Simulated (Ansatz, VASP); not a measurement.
**TiO2 in VASP and in Ansatz**

POSCAR

```
TiO2
1.0
    6.2742662098     -1.9204086332      0.0000000000
    6.2742662098      1.9204086332      0.0000000000
   -1.9661460253      0.0000000000      6.4530957747
Ti O
4 8
Direct
    0.9000710000      0.9000710000      0.2896020000
    0.1952860000      0.1952860000      0.2837620000
    0.0999290000      0.0999290000      0.7103980000
    0.8047140000      0.8047140000      0.7162380000
    0.3619310000      0.3619310000      0.2933970000
    0.2634885000      0.2634885000      0.6525000000
    0.8671885000      0.8671885000      0.9952910000
    0.7365115000      0.7365115000      0.3475000000
    0.9416475000      0.9416475000      0.6300210000
    0.1328115000      0.1328115000      0.0047090000
    0.6380690000      0.6380690000      0.7066030000
    0.0583525000      0.0583525000      0.3699790000
```

Contents of INCAR.step1:

```
  PREC = Accurate
  ENCUT = 520
  ISMEAR = -1
  SIGMA = 0.05
  LREAL = F
  LASPH = T
  NELM = 100
  NBANDS = 60
  GGA = PE
  ALGO = Normal
  EDIFF = 1E-4
  LWAVE = T
  LCHARG = F
  KPAR = 4
```

INCAR.step2

```
  PREC = Accurate
  ENCUT = 520
  EDIFF = 1E-6
  ISMEAR = -1
  SIGMA = 0.05
  LREAL = F
  LASPH = T
  NELM = 100
  ALGO = Normal
  ISIF = 2
  LWAVE = F
  LCHARG = F
  METAGGA = R2SCAN
  LMIXTAU = T
  IVDW = 13
  VDW_S6 = 1.0
  VDW_S8 = 0.6018749
  VDW_A1 = 0.51559235
  VDW_A2 = 5.77342911
  NBANDS = 60
  ISTART = 1
  KPAR = 4
```

KPOINTS

```
regular mesh
0
Gamma
  8 8 4
```

File input.yaml:

```yaml
crystal:
  lattice:
    - [6.2742662098, -1.9204086332, 0.0]
    - [6.2742662098, 1.9204086332, 0.0]
    - [-1.9661460253, 0.0, 6.4530957747]
  atoms:
    - { symbol: Ti, position: [0.900071, 0.900071, 0.289602] }
    - { symbol: Ti, position: [0.195286, 0.195286, 0.283762] }
    - { symbol: Ti, position: [0.099929, 0.099929, 0.710398] }
    - { symbol: Ti, position: [0.804714, 0.804714, 0.716238] }
    - { symbol: O, position: [0.361931, 0.361931, 0.293397] }
    - { symbol: O, position: [0.2634885, 0.2634885, 0.6525] }
    - { symbol: O, position: [0.8671885, 0.8671885, 0.995291] }
    - { symbol: O, position: [0.7365115, 0.7365115, 0.3475] }
    - { symbol: O, position: [0.9416475, 0.9416475, 0.630021] }
    - { symbol: O, position: [0.1328115, 0.1328115, 0.004709] }
    - { symbol: O, position: [0.638069, 0.638069, 0.706603] }
    - { symbol: O, position: [0.0583525, 0.0583525, 0.369979] }
hamiltonian:
  xc: r2scan
  pseudopotentials: { kind: paw }
  dispersion: d4
kpoints:
  mp_grid: { grid: [8, 8, 4] }
scf:
  occupations: { method: fermi_dirac, width: 0.05 }
output:
  forces: true
  stress: true
  eigenvalues: true
  write_density: true
  write_potential: true
  elf: true
  volumetric_format: npy
```

Alike in both runs: task single point; functional r2SCAN; dispersion D4; k mesh 8 × 8 × 4; occupations fermi-dirac, width 0.05 eV; no spin polarisation.

|  | VASP | Ansatz |
| --- | --- | --- |
| version | VASP 6.6.1 | Ansatz 0.2.0 |
| potentials or method | VASP PAW PBE potentials, release 64 (Ti_sv, O) | Ansatz PAW |
| plane-wave cutoff (eV) | 520 | 500 |
| valence electrons in the cell | 96 | 96 |

VASP gave:

```
gap on the k mesh at the Fermi level (eV)                     : 2.91
least direct gap on the mesh (eV)                             : 3.08
pressure (GPa)                                                : -15.6
traceless stress, the component that is largest in VASP (GPa) : -0.86
rms of the force components (eV/Å)                            : 0.198
```

Q: Which values does Ansatz return?

A: gap on the k mesh at the Fermi level (eV): 2.89; least direct gap on the mesh (eV): 3.06; pressure (GPa): -16.4; traceless stress, the component that is largest in VASP (GPa): -0.88; rms of the force components (eV/Å): 0.234.

VASP's potentials were made for PBE, not for r2SCAN. Atom by atom the forces differ by 0.041 eV/Å (rms over components).
